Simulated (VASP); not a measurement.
Write the native input for VASP 6.6.1 that does the following.

```
Task                   : single point
Functional             : LDA
Potentials or basis    : VASP PAW PBE potentials, release 64 (Eu)
Cutoff                 : 520 eV
k mesh                 : 11 × 11 × 11
Occupations            : fermi-dirac, width 0.05 eV
Spin                   : collinear spin, ferromagnetic start
Starting moments       : [7.0] μB
Dipole correction      : no
Further INCAR settings : ALGO = Normal; EDIFF = 1e-06; NBANDS = 18
```

The structure of Eu lies in POSCAR:

```
Eu
1.0
    2.6807019364      0.0000000000      0.0000000000
    0.0000000000      2.6807019364      0.0000000000
    0.0000000000      0.0000000000      2.6807019364
Eu
1
Direct
    0.0000000000      0.0000000000      0.0000000000
```

This isn't the form of Eu at room conditions, which is bcc.

One way to write it, as run:

INCAR

```
SYSTEM = Eu
  PREC = Accurate
  ENCUT = 520
  EDIFF = 1E-6
  ISMEAR = -1
  SIGMA = 0.05
  LREAL = .False.
  LASPH = .True.
  NELM = 150
  ALGO = Normal
  ISIF = 2
  LWAVE = .False.
  LCHARG = .False.
  ISPIN = 2
  MAGMOM = 7
  LORBIT = 11
  LMAXMIX = 6
  GGA = CA
  NBANDS = 18
```

KPOINTS

```
Automatic mesh
0
Gamma
  11 11 11
  0 0 0
```

Potentials or basis: VASP PAW PBE potentials, release 64 (Eu).

Launch:

```sh
$ cat potpaw_PBE.64/Eu/POTCAR > POTCAR
$ mpirun -np 1 vasp_std > vasp.out
```

It gave:

```yaml
Pressure: 28.9 GPa
Net_moment: 6.83 μB per cell
Site_moments: Eu +6.58 μB
Valence_electrons_inside_the_program's_atomic_spheres: Eu 15.34
```

Caveat: the cell stands under pressure; the PAW data sets were made with another functional, which shifts forces and pressure a little.

Wall time 30 s on 1 thread of Intel(R) Xeon(R) Platinum 8488C (Sapphire Rapids) (shared host), peak memory 0.15 GiB.
